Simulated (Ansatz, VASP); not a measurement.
**Two plane-wave programs on YbN**

```
Yb N
1.0
     0.00000    2.59552    2.59552
     2.59552    0.00000    2.59552
     2.59552    2.59552    0.00000
Yb N
1 1
Direct
  0.00000 0.00000 0.00000
  0.25000 0.25000 0.25000
```

Alike in both runs: task single point; functional PBE; k mesh 8 × 8 × 8; occupations gaussian, width 0.05 eV; collinear spin; Hubbard terms Yb f U = 6.0 eV.

|  | VASP | Ansatz |
| --- | --- | --- |
| version | VASP 6.6.1 | Ansatz 0.2.0 |
| potentials or method | VASP PAW PBE potentials, release 64 (Yb, N), cutoff 520 eV | scalar-relativistic, plane waves, PAW |
| valence electrons in the cell | 29 | 29 |

Ansatz gave:

| Quantity | Value |
| --- | --- |
| pressure (GPa) | -2.0 |
| traceless stress, the component that is largest in VASP (GPa) | -0.13 |
| net moment per atom (μB) | 0.50 |
| size of the moment on the site where the two differ most (μB) | 0.98 |

Task: Estimate VASP's values.

Result: Pressure (GPa): 0.6; traceless stress, the component that is largest in VASP (GPa): 0.00; net moment per atom (μB): 0.50; size of the moment on the site where the two differ most (μB): 0.55.

Site moments also hang on the region over which each program counts them. The programs project onto different local orbitals, so the same U acts differently, and such runs can settle in different states. Ansatz's warnings: symmetry narrowed by occupation matrices.

Neither program's run includes spin-orbit coupling.
